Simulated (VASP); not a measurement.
Write the native input for VASP 6.6.1 that does the following.

```yaml
Task: single point
Functional: PBEsol
Potentials_or_basis: VASP PAW PBE potentials, release 64 (W_sv)
Cutoff: 520 eV
k_mesh: 20 × 20 × 20
Occupations: gaussian, width 0.15 eV
Spin: no spin polarisation
Dipole_correction: no
Further_INCAR_settings: ALGO = Fast; EDIFF = 1e-07; NBANDS = 13
```

The structure of W lies in POSCAR:

```
W
1.0
   -1.5793303750      1.5973000000      1.5793303750
    1.6152696250     -1.5973000000      1.6152696250
    1.5793303750      1.5973000000     -1.5793303750
W
1
Direct
    0.0000000000      0.0000000000      0.0000000000
```

This cell differs from its parent crystal: strain +0.0225 x Voigt [0, 0, 0, 0, 1, 0].

The input as run:

INCAR

```
SYSTEM = W
  ALGO = Fast
  EDIFF = 1E-7
  ENCUT = 520
  GGA = PS
  ISIF = 2
  ISMEAR = 0
  LASPH = .TRUE.
  LCHARG = .TRUE.
  LELF = .TRUE.
  LREAL = .FALSE.
  LVHAR = .TRUE.
  LWAVE = .FALSE.
  NBANDS = 13
  NELM = 60
  PREC = Accurate
  SIGMA = 0.15
```

KPOINTS

```
k-points
0
G
  20 20 20
  0 0 0
```

Potentials or basis: VASP PAW PBE potentials, release 64 (W_sv).

Run with:

```sh
$ cat potpaw_PBE.64/W_sv/POTCAR > POTCAR
$ mpirun -np 1 vasp_std > vasp.out
```

It gave:

| Item | Value |
| --- | --- |
| Pressure | -10.8 GPa |
| Band gap on the k mesh | zero (band 7 reaches 15.61 eV, above the bottom of band 8 at 9.80 eV) |

Caveat: the cell differs from its parent crystal (strain +0.0225 x Voigt [0, 0, 0, 0, 1, 0]); the PAW data sets were made with another functional, which shifts forces and pressure a little; spin-orbit coupling is left out, which moves the levels of the heavy elements.

It took 92 s on 1 thread of Intel(R) Xeon(R) 6975P-C (Granite Rapids), with other jobs on the host, peak memory 0.33 GiB.
